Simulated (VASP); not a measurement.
A run of VASP 6.6.1 is set up as follows.

INCAR

```
SYSTEM = Li
ALGO     = Normal         ! electronic algorithm
EDIFF    = 1E-7           ! SCF threshold, eV
EDIFFG   = -0.02          ! ionic threshold
ENCUT    = 750            ! plane-wave cutoff, eV
GGA      = PS             ! functional
GGA_COMPAT= .FALSE.      
IBRION   = 2              ! ionic algorithm
ISIF     = 8              ! what is computed and relaxed
ISMEAR   = -1             ! smearing method
LASPH    = .TRUE.         ! aspherical terms in the spheres
LCHARG   = .FALSE.        ! write CHGCAR
LREAL    = .FALSE.        ! projectors in reciprocal space
LWAVE    = .FALSE.        ! write WAVECAR
NELM     = 120            ! most SCF steps
NELMIN   = 4            
NSW      = 80             ! ionic steps
PREC     = Accurate       ! precision mode
SIGMA    = 0.1            ! smearing width, eV
```

KPOINTS

```
k-points
0
G
  8 8 8
  0 0 0
```

File POSCAR:

```
Li
1.0
    0.0000000000      2.2100000000      2.2100000000
    2.2100000000      0.0000000000      2.2100000000
    2.2100000000      2.2100000000      0.0000000000
Li
1
Direct
    0.0000000000      0.0000000000      0.0000000000
```

Potentials or basis: VASP PAW PBE potentials, release 64 (Li_sv).

Command:

```console
$ cat potpaw_PBE.64/Li_sv/POTCAR > POTCAR
$ mpirun -np 1 vasp_std > vasp.out
```

**Question.** Estimate the space group after relaxing (to 0.1 Å).

**Answer.** Fm-3m (No. 225).

**Question.** What does it give for the relaxed cell?

**Answer.** a = 3.060 Å, b = 3.060 Å, c = 3.060 Å, α = 60.00°, β = 60.00°, γ = 60.00°.

Step by step:
```tsv
step	energy change (eV)	largest force (eV/Å)	pressure (GPa)	volume (Å³)
1	0.0000	0.0000	-0.88	21.59
2	-0.0018	0.0000	-0.67	21.22
3	-0.0041	0.0000	-0.07	20.26
```

Caveat: the PAW data sets were made with another functional, which shifts forces and pressure a little.
